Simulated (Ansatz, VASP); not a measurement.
# One calculation of Pt, two programs

```
CELL_PARAMETERS angstrom
2.76067 0.00000 0.00000
-1.38033 2.39081 0.00000
0.00000 0.00000 4.79213
ATOMIC_POSITIONS crystal
Pt 0.66667 0.33333 0.75000
Pt 0.33333 0.66667 0.25000
```

Alike in both runs: task single point; functional PBEsol; k mesh 9 × 9 × 4; occupations gaussian, width 0.1 eV; no spin polarisation.

```csv
,VASP,Ansatz
version,VASP 6.6.1,Ansatz 0.2.0
potentials or method,"VASP PAW PBE potentials, release 64 (Pt), cutoff 500 eV","scalar-relativistic, plane waves, PAW"
valence electrons in the cell,20,36
```

Ansatz gave:

* gap on the k mesh at the Fermi level (eV): none
* pressure (GPa): -10.9
* traceless stress, the component that is largest in VASP (GPa): 0.91

Estimate VASP's values.

gap on the k mesh at the Fermi level (eV): none; pressure (GPa): -11.2; traceless stress, the component that is largest in VASP (GPa): 0.82.

VASP's potentials were made for PBE, not for PBEsol. A gap of «none» marks a metal or a gap that the smearing closes. With one functional, cell and mesh, what is left measures potentials, basis and numerics. VASP's potentials hold 20 valence electrons a cell and Ansatz's 36, so a difference there can come from the potentials and not from the codes.

Neither program's run includes spin-orbit coupling.
